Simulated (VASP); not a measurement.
**Re: relaxation of cell and atoms with PBEsol**

Re:

```xyz
2
Lattice="0.0000 2.6750 2.6750 2.6750 0.0000 2.6750 2.6750 2.6750 0.0000" Properties=species:S:1:pos:R:3 pbc="T T T"
Re    5.3500    5.3500    5.3500
Re    1.3375    1.3375    1.3375
```

This isn't the form of Re at room conditions, which is hcp.

```yaml
Program: VASP 6.6.1
Task: relaxation of cell and atoms
Functional: PBEsol
Potentials_or_basis: VASP PAW PBE potentials, release 64 (Re)
Cutoff: 600 eV
k_mesh: 13 × 13 × 13
Occupations: gaussian, width 0.1 eV
Spin: no spin polarisation
Dipole_correction: no
Further_INCAR_settings: ALGO = Normal; EDIFF = 1e-07; IBRION = 2; EDIFFG = -0.02; NSW = 80; ISIF = 3
```

| Property | Result |
| --- | --- |
| Relaxed volume | 21.68 Å³/atom |
| Relaxed cell | a = 3.944 Å, b = 3.944 Å, c = 3.944 Å, α = 60.00°, β = 60.00°, γ = 60.00° |
| Space group after relaxing (to 0.1 Å) | Fd-3m (No. 227) |
| Pressure after relaxing | 0.0 GPa |
| Band gap on the k mesh | zero (bands 7 and 8 overlap by 1.15 eV) |

Final structure:
```yaml
crystal:
  lattice:
    - [0.00000, 2.78857, 2.78857]
    - [2.78857, 0.00000, 2.78857]
    - [2.78857, 2.78857, 0.00000]
  atoms:
    - { symbol: Re, position: [0.00000, 0.00000, 0.00000] }
    - { symbol: Re, position: [0.25000, 0.25000, 0.25000] }
```

Levels at points of the mesh, in eV from the Fermi level:
```csv
k point,band 5,band 6,band 7,band 8,band 9,band 10
"(0.00, 0.00, 0.00)",-2.27,-2.27,0.71,0.71,0.71,4.36
```

It took 100 s on 1 thread of Intel(R) Xeon(R) Platinum 8559C (Emerald Rapids), on a shared host, peak memory 0.2 GiB.

Caveat: the PAW data sets were made with another functional, which shifts forces and pressure a little; spin-orbit coupling is left out, which moves the levels of the heavy elements.
